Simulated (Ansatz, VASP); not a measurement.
# Two plane-wave programs on Si2Ni

```xyz
3
Lattice="0.0000 2.6930 2.6930 2.6930 0.0000 2.6930 2.6930 2.6930 0.0000" Properties=species:S:1:pos:R:3 pbc="T T T"
Si    1.3465    1.3465    1.3465
Si    4.0395    4.0395    4.0395
Ni    0.0000    0.0000    0.0000
```

Alike in both runs: functional r2SCAN; k mesh 14 × 14 × 14; occupations gaussian, width 0.1 eV; no spin polarisation.

Ansatz relaxed the structure, and its values are those at the end. VASP's run is a single point on that final structure, the one shown.

|  | VASP | Ansatz |
| --- | --- | --- |
| version | VASP 6.6.1 | Ansatz 0.2.0 |
| potentials or method | VASP PAW PBE potentials, release 64 (Si, Ni), cutoff 520 eV | scalar-relativistic, plane waves, PAW |
| valence electrons in the cell | 18 | 26 |

VASP gave:

- gap on the k mesh at the Fermi level (eV): none
- pressure (GPa): -0.1

Which values does Ansatz return?

gap on the k mesh at the Fermi level (eV): none; pressure (GPa): 0.0.

VASP's potentials were made for PBE, not for r2SCAN. A gap of «none» marks a metal or a gap that the smearing closes. VASP's potentials hold 18 valence electrons a cell and Ansatz's 26, so a difference there can come from the potentials and not from the codes.
